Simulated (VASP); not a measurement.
Here is a VASP 6.6.1 calculation.

Contents of INCAR:

```
SYSTEM = Ge
PREC = Accurate
ENCUT = 520
EDIFF = 1E-7
ISMEAR = 0
SIGMA = 0.15
LREAL = .FALSE.
LASPH = .TRUE.
NELM = 100
ALGO = Normal
ISIF = 2
LWAVE = .FALSE.
LCHARG = .TRUE.
GGA = PE
LELF = .TRUE.
LVHAR = .TRUE.
NBANDS = 36
```

File KPOINTS:

```
regular mesh
0
G
  12 12 8
  0 0 0
```

POSCAR

```
Ge
1.0
    3.9972843571      0.0000000000      0.0000000000
   -1.9986421786      3.4617497994      0.0000000000
    0.0000000000      0.0000000000      6.8933040382
Ge
4
Direct
    0.6666666667      0.3333333333      0.0627911807
    0.3333333333      0.6666666667      0.5627911807
    0.6666666667      0.3333333333      0.4372088193
    0.3333333333      0.6666666667      0.9372088193
```

Potentials or basis: VASP PAW PBE potentials, release 64 (Ge_d).

Command:

```sh
$ cat potpaw_PBE.64/Ge_d/POTCAR > POTCAR
$ mpirun -np 1 vasp_std > vasp.out
```

Task: Estimate the band gap on the k mesh.

Result: Zero (filled and empty bands touch).

Task: Predict the largest force.

Result: 0.311 eV/Å.

Forces in eV/Å, atoms in the order of the input:
```
Ge   0.000  0.000  0.311
Ge   0.000  0.000  0.311
Ge   0.000  0.000 -0.311
Ge   0.000  0.000 -0.311
```

Caveat: the cell differs from its parent crystal (strain -0.015 along x and y, +0.030 along z); semilocal functionals underestimate gaps, and a narrow one can read as zero.
